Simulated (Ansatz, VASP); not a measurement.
Two plane-wave programs on Sc

INCAR

```
PREC = Accurate
ENCUT = 520
EDIFF = 1E-7
ISMEAR = 0
SIGMA = 0.1
LREAL = F
LASPH = T
NELM = 60
ALGO = Fast
ISIF = 2
LWAVE = F
LCHARG = F
GGA = CA
NBANDS = 18
```

File KPOINTS:

```
Automatic mesh
0
Gamma
  14 14 10
```

The input POSCAR:

```
Sc
1.0
    3.3656296592      0.0000000000      0.0000000000
    0.0000000000      3.3656296592      0.0000000000
    0.0000000000      0.0000000000      4.7556229731
Sc
2
Direct
    0.0000000000      0.0000000000      0.0000000000
    0.5000000000      0.5000000000      0.5000000000
```

Input for Ansatz:

```yaml
crystal:
  lattice:
    - [3.3656296592, 0.0, 0.0]
    - [0.0, 3.3656296592, 0.0]
    - [0.0, 0.0, 4.7556229731]
  atoms:
    - { symbol: Sc, position: [0.0, 0.0, 0.0] }
    - { symbol: Sc, position: [0.5, 0.5, 0.5] }
basis:
  ecutwfc: "58.8 Ry"
kpoints:
  mp_grid: { grid: [14, 14, 10] }
hamiltonian:
  xc: lda
scf:
  occupations: { method: gaussian, width: 0.1 }
output:
  forces: true
  eigenvalues: true
  stress: true
```

Alike in both runs: task single point; functional LDA; k mesh 14 × 14 × 10; occupations gaussian, width 0.1 eV; no spin polarisation.

|  | VASP | Ansatz |
| --- | --- | --- |
| version | VASP 6.6.1 | Ansatz 0.2.0 |
| potentials or method | VASP PAW LDA potentials, release 64 (Sc_sv), cutoff 520 eV | scalar-relativistic, plane waves, PAW |
| valence electrons in the cell | 22 | 22 |

|  | VASP | Ansatz | Ansatz less VASP |
| --- | --- | --- | --- |
| gap on the k mesh at the Fermi level (eV) | none | none | - |
| pressure (GPa) | -8.0 | -8.0 | -0.03 |

LDA's correlation is that of Perdew and Zunger in VASP and of Perdew and Wang (1992) in Ansatz. A gap of «none» marks a metal or a gap that the smearing closes.
